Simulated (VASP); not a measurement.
# Ta8H4C in VASP: single point with PBEsol

Aim: the single point of Ta8H4C with PBEsol.

Program: VASP 6.6.1. These are calculated values, not measurements. Logs are shortened: lines on timing, memory, paths and dates and some standing lists are left out, and cuts for length are marked.

## Step 1: The cell of the first run

The cell holds a slab with vacuum, 13 atoms: a = 4.639 Å, b = 4.639 Å, c = 27.079 Å, α = 90.00°, β = 90.00°, γ = 120.00°.

## Step 2: Single point, PBEsol

Input file INCAR:

```
PREC     = Accurate       # precision mode
ENCUT    = 520            # plane-wave cutoff, eV
EDIFF    = 1E-6           # SCF threshold, eV
ISMEAR   = 0              # smearing method
SIGMA    = 0.1            # smearing width, eV
LREAL    = False          # projectors in reciprocal space
LASPH    = True           # aspherical terms in the spheres
NELM     = 80             # most SCF steps
ALGO     = Normal         # electronic algorithm
ISIF     = 2              # what is computed and relaxed
LWAVE    = False          # write WAVECAR
LCHARG   = False          # write CHGCAR
LDIPOL   = True         
IDIPOL   = 3            
DIPOL    = 0.5 0.5 0.517
GGA      = PS             # functional
NBANDS   = 60             # bands
```

Input file KPOINTS:

```
Automatic mesh
0
Gamma
  6 6 1
```

Input file POSCAR:

```
Ta8H4C
1.0
    4.6393552034      0.0000000000      0.0000000000
   -2.3196776017      4.0177994633      0.0000000000
    0.0000000000      0.0000000000     27.0787309072
Ta H C
8 4 1
Direct
    0.6666666667      0.3333333333      0.3138994966
    0.3333333333      0.6666666667      0.3488717565
    0.0000000000      0.0000000000      0.3838440164
    0.6666666667      0.3333333333      0.4188162763
    0.3334806817      0.6669693870      0.4499064573
   -0.0006266746     -0.0010607492      0.4910603684
    0.6659927057      0.3321169188      0.5213404193
    0.3325136649      0.6649673547      0.5479663919
    0.1006413739      0.5918783614      0.6268350182
    0.4380744134      0.9037577204      0.6637007331
    0.2461098146      0.4643381589      0.6784183257
    0.5199151979      0.6265148582      0.6270207706
    0.3281809887      0.6507874810      0.6487654133
```

Potentials or basis: VASP PAW PBE potentials, release 64 (Ta_pv, H, C).

The run is started by

```
$ cat potpaw_PBE.64/Ta_pv/POTCAR potpaw_PBE.64/H/POTCAR potpaw_PBE.64/C/POTCAR > POTCAR
$ mpirun -np 1 vasp_std > vasp.out
```

OUTCAR:

```text
PREC = Accurate
   ENCUT = 520
   EDIFF = 1E-6
   ISMEAR = 0
   LREAL = False
   LASPH = True
   NELM = 80
   ISIF = 2
   GGA = PS

 ion  position               nearest neighbor table
   1  0.667  0.333  0.314-   4 2.84   2 2.84   2 2.84   2 2.84   3 3.28   3 3.28   3 3.28
   2  0.333  0.667  0.349-   5 2.74   1 2.84   3 2.84   1 2.84   3 2.84   3 2.84   1 2.84   4 3.28
                             4 3.28   4 3.28
   3  0.000  0.000  0.384-   2 2.84   4 2.84   2 2.84   4 2.84   2 2.84   4 2.84   6 2.90   5 3.22
                             5 3.22   5 3.22   1 3.28   1 3.28   1 3.28
   4  0.667  0.333  0.419-   7 2.78   5 2.81   5 2.81   5 2.81   1 2.84   3 2.84   3 2.84   3 2.84
                             2 3.28   2 3.28   2 3.28   6 3.31   6 3.32   6 3.32
   5  0.333  0.667  0.450-   8 2.66   2 2.74   4 2.81   4 2.81   4 2.81   6 2.90   6 2.90   6 2.91
                             3 3.22   3 3.22   3 3.22   7 3.30   7 3.31   7 3.31
   6  0.999  0.999  0.491-   7 2.80   7 2.80   7 2.80   5 2.90   5 2.90   3 2.90   5 2.91   8 3.09
                             8 3.09   8 3.09   4 3.31   4 3.32   4 3.32
   7  0.666  0.332  0.521-   8 2.77   8 2.77   8 2.78   4 2.78   6 2.80   6 2.80   6 2.80   5 3.30
                             5 3.31   5 3.31
   8  0.333  0.665  0.548-   5 2.66  13 2.73   7 2.77   7 2.77   7 2.78   6 3.09   6 3.09   6 3.09

   9  0.101  0.592  0.627-  13 1.12
  10  0.438  0.904  0.664-  13 1.10
  11  0.246  0.464  0.678-  13 1.10
  12  0.520  0.627  0.627-  13 1.12
  13  0.328  0.651  0.649-  10 1.10  11 1.10  12 1.12   9 1.12   8 2.73

  LATTYP: Found a hexagonal cell.
 ALAT       =     4.6393552034
 C/A-ratio  =     5.8367444871

  Lattice vectors:

 A1 = (   4.6393552034,   0.0000000000,   0.0000000000)
 A2 = (  -2.3196776017,   4.0177994633,   0.0000000000)
 A3 = (   0.0000000000,   0.0000000000,  27.0787309072)

Analysis of symmetry for initial positions (statically):
=====================================================================
 Subroutine PRICEL returns:
 Original cell was already a primitive cell.

 Routine SETGRP: Setting up the symmetry group for a
 hexagonal supercell.

 Subroutine GETGRP returns: Found  1 space group operations
 (whereof  1 operations were pure point group operations)
 out of a pool of 24 trial point group operations.

The static configuration has the point symmetry C_1 .

Analysis of symmetry for dynamics (positions and initial velocities):
=====================================================================
 Subroutine PRICEL returns:
 Original cell was already a primitive cell.

 Routine SETGRP: Setting up the symmetry group for a
 hexagonal supercell.

 Subroutine GETGRP returns: Found  1 space group operations
[... 145 lines left out ...]
   GGA     = PS    functional components
   LHFCALC =     F    Hartree Fock is set to
   AEXX    =    0.0000 exact exchange contribution
   IVDW    =     0    specifies the selected vdW correction
   LEPSILON=     F    determine dielectric tensor
   LRPA    =     F    only Hartree local field effects (RPA)
 non-spin polarized calculation
 Gauss-broadening in eV      SIGMA  =   0.10
  energy-cutoff  :      520.00
  volume of cell :      504.75
 maximum number of plane-waves:     13629
 NGX is ok and might be reduce to    36
   NGX = 17   NGY = 17   NGZ =101

 dipolmoment           0.000000      0.000000      0.055241 electrons x Angstroem

 number of electron      96.0000010 magnetization

 dipolmoment           0.000000      0.000000     -0.130683 electrons x Angstroem

 Free energy of the ion-electron system (eV)
  ---------------------------------------------------
  ext. energy  EPLUGINS =         0.00000000
  ---------------------------------------------------
  free energy    TOTEN  =      -117.15493824 eV

  energy without entropy =     -117.10476642  energy(sigma->0) =     -117.12985233

 E-fermi :  -0.1189     XC(G=0):  -4.9803

 val. band max:       -0.1221449362   @ k =  -0.3333   0.1667   0.0000
 cond. band min:      -0.0638085665   @ k =  -0.1667   0.3333   0.0000
 fundamental gap:      0.0583363697
 Fermi energy:        -0.1188752903

 k-point     1 :       0.0000    0.0000    0.0000
  band No.  band energies     occupation
      1     -34.7316      2.00000
      2     -34.6012      2.00000
      3     -34.5074      2.00000
      4     -34.5063      2.00000
      5     -34.3504      2.00000
      6     -34.3489      2.00000
[... 1249 lines left out ...]
     59       2.3408      0.00000
     60       2.4081      0.00000

------------------------ aborting loop because EDIFF is reached ----------------------------------------

 vacuum level on the upper side and lower side of the slab       (xc-potential included)        -0.629         0.616

  FORCE on cell =-STRESS in cart. coord.  units (eV):
  Direction    XX          YY          ZZ          XY          YZ          ZX
  --------------------------------------------------------------------------------------
  -------------------------------------------------------------------------------------
  Total       -7.2140846     -7.2241667     -4.3239757     -0.0043094      0.0211007      0.0081772
  in kB      -22.8990585    -22.9310611    -13.7252302     -0.0136789      0.0669783      0.0259561
  external PRESSURE =     -19.8517833 kB  Pullay stress =       0.0000000 kB

 VOLUME and BASIS-vectors are now :
 -----------------------------------------------------------------------------
  energy-cutoff  :      520.00
  volume of cell :      504.75
      direct lattice vectors                 reciprocal lattice vectors
     4.639355203  0.000000000  0.000000000     0.215547195  0.124446231  0.000000000
    -2.319677602  4.017799463  0.000000000     0.000000000  0.248892462  0.000000000
     0.000000000  0.000000000 27.078730907     0.000000000  0.000000000  0.036929353

 POSITION                                       TOTAL-FORCE (eV/Angst)
 -----------------------------------------------------------------------------------
      2.31968      1.33927      8.50000         0.000540      0.007682      2.016357
     -0.00000      2.67853      9.44700        -0.000706     -0.032632     -0.153617
      0.00000      0.00000     10.39401         0.000002      0.014101     -1.138227
      2.31968      1.33927     11.34101        -0.000011      0.010461     -0.755197
     -0.00002      2.67975     12.18290        -0.004101      0.000293      0.002446
      2.31923      4.01354     13.29729         0.002113      0.000793      0.005096
      2.31937      1.33438     14.11724         0.002859      0.000169      0.007571
      0.00014      2.67171     14.83823        -0.000684     -0.001551      0.009309
     -0.90606      2.37805     16.97390        -0.023131     -0.000977     -0.011199
     -0.06404      3.63112     17.97217        -0.005076      0.024246      0.006840
      0.06468      1.86562     18.37071         0.002523     -0.021641      0.022412
      0.95876      2.51721     16.97893         0.019558     -0.001189     -0.011019
      0.01293      2.61473     17.56774         0.006115      0.000246     -0.000773
 -----------------------------------------------------------------------------------
    total drift:                               -0.000007      0.000048      0.000051

  FREE ENERGIE OF THE ION-ELECTRON SYSTEM (eV)
  ---------------------------------------------------
  free  energy   TOTEN  =      -117.1549382414 eV

  energy  without entropy=     -117.1047664169  energy(sigma->0) =     -117.12985233

 vacuum level on the upper side and lower side of the slab         2.112         3.381
```

OSZICAR:

```text
N       E                     dE             d eps       ncg     rms          rms(c)
DAV:   1     0.770253391676E+03    0.77025E+03   -0.51821E+04  3048   0.136E+03
DAV:   2    -0.811397629370E+02   -0.85139E+03   -0.83198E+03  2816   0.357E+02
DAV:   3    -0.126954059782E+03   -0.45814E+02   -0.43800E+02  2880   0.718E+01
[... 27 lines left out ...]
DAV:  31    -0.117154925815E+03   -0.85100E-05   -0.74115E-07  1860   0.216E-03    0.146E-03
DAV:  32    -0.117154931916E+03   -0.61015E-05   -0.69965E-07  1900   0.200E-03    0.667E-04
DAV:  33    -0.117154935986E+03   -0.40691E-05   -0.33047E-07  1776   0.160E-03    0.343E-04
DAV:  34    -0.117154937492E+03   -0.15064E-05   -0.13186E-07  1744   0.830E-04    0.304E-04
DAV:  35    -0.117154938241E+03   -0.74945E-06   -0.61841E-08  1648   0.664E-04
   1 F= -.11715494E+03 E0= -.11712985E+03  d E =-.501718E-01
```

It took 18 min on 1 thread of Intel Xeon 6975P-C (Granite Rapids), shared host; peak memory 0.89 GiB.

What came out:

| Quantity | Value |
| --- | --- |
| Free energy | -117.1549 eV |
| Largest force | 2.016 eV/Å |
| Band gap on the k mesh | zero (bands 48 and 49 overlap by 0.41 eV) |

Forces in eV/Å, atoms in the order of the input:
```
Ta   0.001  0.008  2.016
Ta  -0.001 -0.033 -0.154
Ta   0.000  0.014 -1.138
Ta   0.000  0.010 -0.755
Ta  -0.004  0.000  0.002
Ta   0.002  0.001  0.005
Ta   0.003  0.000  0.008
Ta  -0.001 -0.002  0.009
H   -0.023 -0.001 -0.011
H   -0.005  0.024  0.007
H    0.003 -0.022  0.022
H    0.020 -0.001 -0.011
C    0.006  0.000 -0.001
```

Caveat: the PAW data sets were made with another functional, which shifts forces and pressure a little; spin-orbit coupling is left out, which moves the levels of the heavy elements.

The gap in the log of VASP goes by the Fermi energy; the results here count the filled bands.